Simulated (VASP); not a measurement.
Runs of VASP 6.6.1 on GePPd3. The structure is that of space group Pm-3m (No. 221), or close to it. The cells are those of the table. 

```tsv
task	cell	k mesh	cutoff (eV)	gap on the mesh (eV)	pressure (GPa)	relaxed volume (Å³/atom)
single point	a = 4.192 Å, 5 atoms	4 × 4 × 4	520	none	56.5	-
relaxation of cell and atoms	relaxed from a = 4.192 Å, 5 atoms	4 × 4 × 4	600	none	0.0	19.59
single point	a = 4.609 Å, 5 atoms	8 × 8 × 8	520	none	(a)	-
single point	a = 4.603 Å, 5 atoms	4 × 4 × 4	520	none	(b)	-
relaxation of cell and atoms	relaxed from a = 4.603 Å, 5 atoms	8 × 8 × 8	600	none	0.0	19.64
```

Alike in all rows: level PBE; potentials or basis VASP PAW PBE potentials, release 64 (Ge_d, P, Pd); no spin polarisation; smearing gaussian 0.1 eV.

Estimate the missing entries.

(a) 0.3; (b) 0.4.

Caveats: some runs use coarse meshes; the volume moved by over 15 % at a fixed basis, so the end points are rough (at least some runs).

A k mesh can miss the band edges, and the runs leave out spin-orbit coupling on Ge, Pd.

A gap of «none» marks levels without a gap at the run's occupations.
